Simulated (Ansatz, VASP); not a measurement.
Two plane-wave programs on In3BAs4

```xyz
8
Lattice="6.7724 -2.0358 0.0569 6.7724 2.0358 0.0569 -1.1729 0.0000 7.0457" Properties=species:S:1:pos:R:3 pbc="T T T"
B    -0.0135    0.0000   -0.0715
In    6.1829    0.0000    3.5799
In    2.5539    0.0000    5.4492
In    9.7977    0.0000    1.7155
As    7.2485    0.0000    1.0560
As   -0.0692    0.0000    5.1805
As   10.3127    0.0000    6.7719
As    3.6090    0.0000    3.1094
```

Alike in both runs: task single point; functional r2SCAN; k mesh 6 × 6 × 4; occupations fermi-dirac, width 0.02 eV; no spin polarisation.

|  | VASP | Ansatz |
| --- | --- | --- |
| version | VASP 6.6.1 | Ansatz 0.2.0 |
| potentials or method | VASP PAW PBE potentials, release 64 (B, In_d, As) | plane waves, PAW |
| plane-wave cutoff (eV) | 520 | 500 |
| valence electrons in the cell | 62 | 102 |

```csv
,VASP,Ansatz,Ansatz less VASP
pressure (GPa),0.0,0.0,-0.02
rms of the force components (eV/Å),0.004,0.001,-0.0031
```

VASP's potentials were made for PBE, not for r2SCAN. Atom by atom the forces differ by 0.004 eV/Å (rms over components). The functional is the same, so the differences come from potentials, cutoffs and numerics. VASP's potentials hold 62 valence electrons a cell and Ansatz's 102, so a difference there can come from the potentials and not from the codes.
